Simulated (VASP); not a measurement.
# BiTe in VASP: a series of runs, part 2 of 2

VASP 6.6.1. The steps go on from the part before.

### Step 4. Single point, PBE

INCAR

```
PREC = Accurate
ENCUT = 500
EDIFF = 1E-6
ISMEAR = 1
SIGMA = 0.06802846561497
LREAL = False
LASPH = True
NELM = 120
ALGO = Normal
ISIF = 2
LWAVE = False
LCHARG = False
GGA = PE
NBANDS = 18
GGA_COMPAT = False
```

KPOINTS

```
regular mesh
0
Gamma
  4 4 4
```

POSCAR

```
BiTe
1.0
    2.4227077728      1.3987509848      3.3172919545
   -2.4227077728      1.3987509848      3.3172919545
    0.0000000000     -2.7975019696      3.3172919545
Bi Te
1 1
Direct
    0.5000000000      0.5000000000      0.5000000000
    0.0000000000      0.0000000000      0.0000000000
```

Potentials or basis: VASP PAW PBE potentials, release 64 (Bi_d, Te).

Command:

```
> cat potpaw_PBE.64/Bi_d/POTCAR potpaw_PBE.64/Te/POTCAR > POTCAR
> mpirun -np 1 vasp_std > vasp.out
```

OUTCAR:

```text
PREC = Accurate
   ENCUT = 500
   EDIFF = 1E-6
   ISMEAR = 1
   LREAL = False
   LASPH = True
   NELM = 120
   ISIF = 2
   GGA = PE

 ion  position               nearest neighbor table
   1  0.500  0.500  0.500-   2 3.25   2 3.25   2 3.25   2 3.25   2 3.25   2 3.25
   2  0.000  0.000  0.000-   1 3.25   1 3.25   1 3.25   1 3.25   1 3.25   1 3.25

  LATTYP: Found a trigonal (rhomboedric) cell.
 ALAT       =     4.3394058558
 COS(alpha) =     0.3765932224

  Lattice vectors:

 A1 = (   2.4227077728,   1.3987509848,   3.3172919545)
 A2 = (  -2.4227077728,   1.3987509848,   3.3172919545)
 A3 = (   0.0000000000,  -2.7975019696,   3.3172919545)

Analysis of symmetry for initial positions (statically):
=====================================================================
 Subroutine PRICEL returns:
 Original cell was already a primitive cell.

 Routine SETGRP: Setting up the symmetry group for a
 trigonal (rhombohedral) supercell.

 Subroutine GETGRP returns: Found 12 space group operations
 (whereof 12 operations were pure point group operations)
 out of a pool of 12 trial point group operations.

The static configuration has the point symmetry D_3d.

Analysis of symmetry for dynamics (positions and initial velocities):
=====================================================================
 Subroutine PRICEL returns:
 Original cell was already a primitive cell.

 Routine SETGRP: Setting up the symmetry group for a
 trigonal (rhombohedral) supercell.

 Subroutine GETGRP returns: Found 12 space group operations
 (whereof 12 operations were pure point group operations)
 out of a pool of 12 trial point group operations.

The dynamic configuration has the point symmetry D_3d.

 Subroutine INISYM returns: Found 12 space group operations
 (whereof 12 operations are pure point group operations),
 and found     1 'primitive' translations

----------------------------------------------------------------------------------------

                                     Primitive cell

  volume of cell :      67.4491

  direct lattice vectors                    reciprocal lattice vectors
     2.422707773  1.398750985  3.317291954     0.206380648  0.119153923  0.100483568
    -2.422707773  1.398750985  3.317291954    -0.206380648  0.119153923  0.100483568
     0.000000000 -2.797501970  3.317291954     0.000000000 -0.238307845  0.100483568

  length of vectors
     4.339405856  4.339405856  4.339405856     0.258626326  0.258626326  0.258626326

  position of ions in fractional coordinates (direct lattice)
     0.500000000  0.500000000  0.500000000
     0.000000000  0.000000000  0.000000000

  ion indices of the primitive-cell ions
   primitive index   ion index
                 1           1
                 2           2

----------------------------------------------------------------------------------------

 KPOINTS: regular mesh

Automatic generation of k-mesh.
 Grid dimensions read from file:
 generate k-points for:    4    4    4

 Generating k-lattice:

  Cartesian coordinates                     Fractional coordinates (reciprocal lattice)
     0.051595162  0.029788481  0.025120892     0.250000000  0.000000000  0.000000000
    -0.051595162  0.029788481  0.025120892     0.000000000  0.250000000  0.000000000
     0.000000000 -0.059576961  0.025120892     0.000000000  0.000000000  0.250000000

  Length of vectors
     0.064656582  0.064656582  0.064656582

  Shift w.r.t. Gamma in fractional coordinates (k-lattice)
     0.000000000  0.000000000  0.000000000

 Subroutine IBZKPT returns following result:
 ===========================================

 Found     13 irreducible k-points:

 Following reciprocal coordinates:
            Coordinates               Weight
  0.000000  0.000000  0.000000      1.000000
  0.250000 -0.000000  0.000000      6.000000
  0.500000 -0.000000  0.000000      3.000000
  0.250000  0.250000  0.000000      6.000000
  0.500000  0.250000 -0.000000     12.000000
 -0.250000  0.250000  0.000000      6.000000
  0.500000  0.500000  0.000000      3.000000
  0.250000  0.250000  0.250000      2.000000
  0.500000  0.250000  0.250000      6.000000
 -0.250000  0.250000  0.250000      6.000000
  0.500000  0.500000  0.250000      6.000000
 -0.250000  0.500000  0.250000      6.000000
  0.500000  0.500000  0.500000      1.000000
   k-points           NKPTS =     13   k-points in BZ     NKDIM =     13   number of bands    NBANDS=     18
   number of dos      NEDOS =    301   number of ions     NIONS =      2
   total plane-waves  NPLWV =  32768
   dimension x,y,z NGX =    32 NGY =   32 NGZ =   32
   dimension x,y,z NGXF=    64 NGYF=   64 NGZF=   64
   ions per type =               1   1
   NGX,Y,Z   is equivalent  to a cutoff of  12.26, 12.26, 12.26 a.u.
   NGXF,Y,Z  is equivalent  to a cutoff of  24.52, 24.52, 24.52 a.u.
 SYSTEM =  unknown system
   PREC   = accura    normal or accurate (medium, high low for compatibility)
   ISTART =      0    job   : 0-new  1-cont  2-samecut
   ICHARG =      2    charge: 1-file 2-atom 10-const
   ISPIN  =      1    spin polarized calculation?
   LNONCOLLINEAR =      F non collinear calculations
   LSORBIT =      F    spin-orbit coupling
   LASPH  =      T    aspherical Exc in radial PAW
   ENCUT  =  500.0 eV  36.75 Ry    6.06 a.u.   7.91  7.91  7.91*2*pi/ulx,y,z
   NELM   =    120;   NELMIN=  2; NELMDL= -5     # of ELM steps
   EDIFF  = 0.1E-05   stopping-criterion for ELM
   LREAL  =      F    real-space projection
   EDIFFG = 0.1E-04   stopping-criterion for IOM
   NSW    =      0    number of steps for IOM
   IBRION =     -1    ionic relax: 0-MD 1-quasi-New 2-CG
   NFREE  =      0    steps in history (QN), initial steepest desc. (CG)
   ISIF   =      2    stress and relaxation
   ISYM   =      2    0-nonsym 1-usesym 2-fastsym
   POTIM  = 0.5000    time-step for ionic-motion
   TEBEG  =    0.0;   TEEND  =   0.0 temperature during run
   PSTRESS=    0.0 pullay stress
   NELECT =      21.0000    total number of electrons
   NUPDOWN=      -1.0000    fix difference up-down
   EMIN   =  10.00;   EMAX   =-10.00  energy-range for DOS
   EFERMI =   0.00;   METHOD = LEGACY
   ISMEAR =     1;   SIGMA  =   0.07  broadening in eV -4-tet -1-fermi 0-gaus
   EFERMI_NEDOS =   21; number of points for ismear=-14 and -15
   IALGO  =     38    algorithm
   IMIX   =      4    mixing-type and parameters
     AMIX     =   0.40;   BMIX     =  1.00
     AMIX_MAG =   1.60;   BMIX_MAG =  1.00
  volume/ion in A,a.u.               =      33.72       227.58
  Fermi-wavevector in a.u.,A,eV,Ry     =   1.109573  2.096789 16.750837  1.231152
  Thomas-Fermi vector in A             =   2.246114
   LORBIT       =      0    0 simple, 1 ext, 2 COOP (PROOUT), +10 PAW based schemes
   GGA     = PE    functional components
   LHFCALC =     F    Hartree Fock is set to
   AEXX    =    0.0000 exact exchange contribution
   IVDW    =     0    specifies the selected vdW correction
   LEPSILON=     F    determine dielectric tensor
   LRPA    =     F    only Hartree local field effects (RPA)
 non-spin polarized calculation
 Methfessel and Paxton  Order N= 1 SIGMA  =   0.07
  energy-cutoff  :      500.00
  volume of cell :       67.45
 maximum number of plane-waves:      1728
   NGX = 15   NGY = 15   NGZ = 15

 number of electron      20.9999996 magnetization

 Free energy of the ion-electron system (eV)
  ---------------------------------------------------
  ext. energy  EPLUGINS =         0.00000000
  ---------------------------------------------------
  free energy    TOTEN  =        -7.21323676 eV

  energy without entropy =       -7.21194997  energy(sigma->0) =       -7.21280783

 E-fermi :   6.7808     XC(G=0):  -9.4710

 val. band max:        6.7797950735   @ k =  -0.2500   0.2500   0.0000
 cond. band min:       6.8425229860   @ k =  -0.2500   0.2500   0.0000
 fundamental gap:      0.0627279124
 Fermi energy:         6.7808109516

 k-point     1 :       0.0000    0.0000    0.0000
  band No.  band energies     occupation
      1     -16.5340      2.00000
      2     -16.5340      2.00000
      3     -16.5199      2.00000
      4     -16.5199      2.00000
      5     -16.5056      2.00000
      6      -6.8047      2.00000
[... 10 lines left out ...]
     17      13.3202      0.00000
     18      13.5537      0.00000
[... 232 lines left out ...]
 k-point    13 :       0.5000    0.5000    0.5000
  band No.  band energies     occupation
      1     -16.5388      2.00000
      2     -16.5388      2.00000
      3     -16.5079      2.00000
      4     -16.5064      2.00000
      5     -16.5064      2.00000
      6      -4.5626      2.00000
[... 10 lines left out ...]
     17      15.7406      0.00000
     18      16.6921      0.00000

------------------------ aborting loop because EDIFF is reached ----------------------------------------

  FORCE on cell =-STRESS in cart. coord.  units (eV):
  Direction    XX          YY          ZZ          XY          YZ          ZX
  --------------------------------------------------------------------------------------
  -------------------------------------------------------------------------------------
  Total       -0.0901738     -0.0901738      0.0444266      0.0000000      0.0000000      0.0000000
  in kB       -2.1419747     -2.1419747      1.0553024      0.0000000      0.0000000      0.0000000
  external PRESSURE =      -1.0762156 kB  Pullay stress =       0.0000000 kB

 VOLUME and BASIS-vectors are now :
 -----------------------------------------------------------------------------
  energy-cutoff  :      500.00
  volume of cell :       67.45
      direct lattice vectors                 reciprocal lattice vectors
     2.422707773  1.398750985  3.317291954     0.206380648  0.119153923  0.100483568
    -2.422707773  1.398750985  3.317291954    -0.206380648  0.119153923  0.100483568
     0.000000000 -2.797501970  3.317291954     0.000000000 -0.238307845  0.100483568

 POSITION                                       TOTAL-FORCE (eV/Angst)
 -----------------------------------------------------------------------------------
      0.00000      0.00000      4.97594         0.000000      0.000000     -0.000000
      0.00000      0.00000      0.00000        -0.000000     -0.000000      0.000000
 -----------------------------------------------------------------------------------
    total drift:                               -0.000000      0.000000     -0.000000

  FREE ENERGIE OF THE ION-ELECTRON SYSTEM (eV)
  ---------------------------------------------------
  free  energy   TOTEN  =        -7.2132367613 eV

  energy  without entropy=       -7.2119499740  energy(sigma->0) =       -7.21280783
```

OSZICAR:

```text
N       E                     dE             d eps       ncg     rms          rms(c)
DAV:   1     0.156979321039E+03    0.15698E+03   -0.98325E+03   468   0.109E+03
DAV:   2     0.505983022863E+01   -0.15192E+03   -0.14778E+03   510   0.301E+02
DAV:   3    -0.688663348115E+01   -0.11946E+02   -0.11864E+02   550   0.884E+01
DAV:   4    -0.723916865998E+01   -0.35254E+00   -0.35144E+00   584   0.161E+01
DAV:   5    -0.725009024885E+01   -0.10922E-01   -0.10921E-01   600   0.263E+00    0.586E+00
DAV:   6    -0.720851057848E+01    0.41580E-01   -0.15729E-01   654   0.219E+00    0.322E+00
DAV:   7    -0.721262931212E+01   -0.41187E-02   -0.27499E-02   544   0.864E-01    0.828E-01
DAV:   8    -0.721312706992E+01   -0.49776E-03   -0.31255E-03   564   0.403E-01    0.948E-02
DAV:   9    -0.721322262317E+01   -0.95553E-04   -0.32055E-04   538   0.113E-01    0.283E-02
DAV:  10    -0.721323355318E+01   -0.10930E-04   -0.18802E-05   608   0.291E-02    0.206E-02
DAV:  11    -0.721323719257E+01   -0.36394E-05   -0.84752E-06   526   0.214E-02    0.396E-03
DAV:  12    -0.721323676130E+01    0.43127E-06   -0.65571E-07   318   0.691E-03
   1 F= -.72132368E+01 E0= -.72128078E+01  d E =-.128679E-02
```

stdout:

```text
POSCAR found type information on POSCAR BiTe
 POSCAR found :  2 types and       2 ions
 scaLAPACK will be used
 LDA part: xc-table for (Slater+PW92), standard interpolation
 POSCAR, INCAR and KPOINTS ok, starting setup
 FFT: planning ... GRIDC
 FFT: planning ... GRID_SOFT
 FFT: planning ... GRID
 WAVECAR not read
 entering main loop
```

Wall time 11 s (1 thread of Intel Xeon 6975P-C, shared host); peak memory 0.18 GiB.

What came out:

| Property | Result |
| --- | --- |
| Free energy | -7.2132 eV |
| Pressure | -0.1 GPa |

Stress tensor (GPa, compression positive):
```
-0.21  0.00  0.00
 0.00 -0.21  0.00
 0.00  0.00  0.11
```

Caveat: the k points lie up to 0.41 Å⁻¹ apart; spin-orbit coupling is left out, which moves the levels of the heavy elements.

### Step 5. Single point, PBEsol

INCAR

```
SYSTEM = BiTe
PREC = Accurate
ENCUT = 500
EDIFF = 1E-6
ISMEAR = 0
SIGMA = 0.1
LREAL = .FALSE.
LASPH = .TRUE.
NELM = 120
ALGO = Normal
ISIF = 2
LWAVE = .FALSE.
LCHARG = .TRUE.
GGA = PS
LELF = .TRUE.
LVHAR = .TRUE.
NELECT = 21.5
NBANDS = 18
GGA_COMPAT = .FALSE.
```

KPOINTS

```
regular mesh
0
G
  6 6 6
  0 0 0
```

POSCAR is that of step 4.

Command:

```
> cat potpaw_PBE.64/Bi_d/POTCAR potpaw_PBE.64/Te/POTCAR > POTCAR
> mpirun -np 1 vasp_std > vasp.out
```

It took 18 s on 1 thread of Intel Xeon 6975P-C, shared host; peak memory 0.2 GiB.

The run converged. Its results:

```
Free energy : -4.6579 eV
```

Levels at points of the mesh, in eV from the Fermi level:
| k point | band 7 | band 8 | band 9 | band 10 | band 11 | band 12 | band 13 | band 14 | band 15 | band 16 |
| --- | --- | --- | --- | --- | --- | --- | --- | --- | --- | --- |
| (0.00, 0.00, 0.00) | -8.55 | -3.26 | -3.26 | -1.98 | 1.56 | 2.17 | 2.17 | 3.56 | 3.56 | 5.62 |
| (0.50, 0.00, 0.00) | -11.61 | -2.23 | -2.23 | -1.40 | -1.36 | -0.94 | -0.01 | 6.20 | 6.30 | 6.44 |
| (0.50, 0.50, 0.00) | -10.25 | -6.03 | -4.87 | -3.68 | 1.84 | 2.74 | 3.26 | 4.27 | 7.83 | 7.89 |
| (0.50, 0.50, 0.50) | -11.18 | -2.74 | -2.74 | -2.66 | -1.98 | -1.61 | -1.61 | 7.43 | 8.06 | 8.64 |

Caveat: the cell carries a net charge on a neutralising background, which shifts energy and pressure; the cell is charged against a uniform background, so pressure and absolute levels hang on convention; the PAW data sets were made with another functional, which shifts forces and pressure a little; spin-orbit coupling is left out, which moves the levels of the heavy elements.

### Step 6. Summary

```tsv
level	cell	k mesh	cutoff (eV)	smearing	gap on the mesh (eV)	pressure (GPa)
r2SCAN	a = 4.339 Å, angles 67.9°, 2 atoms	3 × 3 × 3	550	gaussian 0.22 eV	none	-0.8
PBE	a = 4.119 Å, angles 67.9°, 2 atoms	4 × 4 × 4	500	methfessel-paxton 0.013 eV	none	11.0
PBE	a = 4.339 Å, angles 67.9°, 2 atoms	4 × 4 × 4	500	methfessel-paxton 0.0680285 eV	none	-0.1
```

Some of these runs hold the atoms at other places in the same cell, which the table doesn't show; runs alike in all that it shows share one row.

Alike in all rows: task single point; potentials or basis VASP PAW PBE potentials, release 64 (Bi_d, Te); no spin polarisation.

Caveats: all runs use coarse meshes; spin-orbit coupling is left out, which moves the levels of the heavy elements; the PAW data sets were made with another functional, which shifts forces and pressure a little (some runs).

Total energies depend on the potentials used, so only differences within one code and one set of settings carry meaning.
